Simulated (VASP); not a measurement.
Write the native input for VASP 6.6.1 that does the following.

| Property | Result |
| --- | --- |
| Task | single point |
| Functional | PBE |
| Potentials or basis | VASP PAW PBE potentials, release 64 (Sn_d, Pb_d, Se) |
| Cutoff | 520 eV |
| k mesh | 4 × 4 × 4 |
| Occupations | gaussian, width 0.1 eV |
| Spin | no spin polarisation |
| Dipole correction | no |
| Further INCAR settings | ALGO = Normal; EDIFF = 1e-07; NBANDS = 50 |

The structure of SnPb3Se4 lies in POSCAR:

```
SnPb3Se4
1.0
   -3.0814291400      3.0814291400      6.1628582700
    3.0814291400     -3.0814291400      6.1628582700
    3.0814291400      3.0814291400     -6.1628582700
Sn Pb Se
1 3 4
Direct
    0.0000000000      0.0000000000      0.0000000000
    0.7500000000      0.2500000000      0.5000000000
    0.2500000000      0.7500000000      0.5000000000
    0.5000000000      0.5000000000      0.0000000000
    0.5000000000      0.0000000000      0.5000000000
    0.0000000000      0.5000000000      0.5000000000
    0.2500000000      0.2500000000      0.0000000000
    0.7500000000      0.7500000000      0.0000000000
```

These files were run (other wordings do the same):

INCAR

```
PREC = Accurate
ENCUT = 520
EDIFF = 1E-7
ISMEAR = 0
SIGMA = 0.1
LREAL = F
LASPH = T
NELM = 80
ALGO = Normal
ISIF = 2
LWAVE = F
LCHARG = F
GGA = PE
NBANDS = 50
```

KPOINTS

```
regular mesh
0
Gamma
  4 4 4
```

Potentials or basis: VASP PAW PBE potentials, release 64 (Sn_d, Pb_d, Se).

Run with:

```console
$ cat potpaw_PBE.64/Sn_d/POTCAR potpaw_PBE.64/Pb_d/POTCAR potpaw_PBE.64/Se/POTCAR > POTCAR
$ mpirun -np 1 vasp_std > vasp.out
```

It gave:

```yaml
Pressure: 0.4 GPa
Largest_force: 0.192 eV/Å
```

Caveat: the k points lie up to 0.36 Å⁻¹ apart.

Wall time 4.8 min on 1 thread of AMD EPYC 7R43 64-Core Processor (Zen 3) (shared host), peak memory 0.45 GiB.
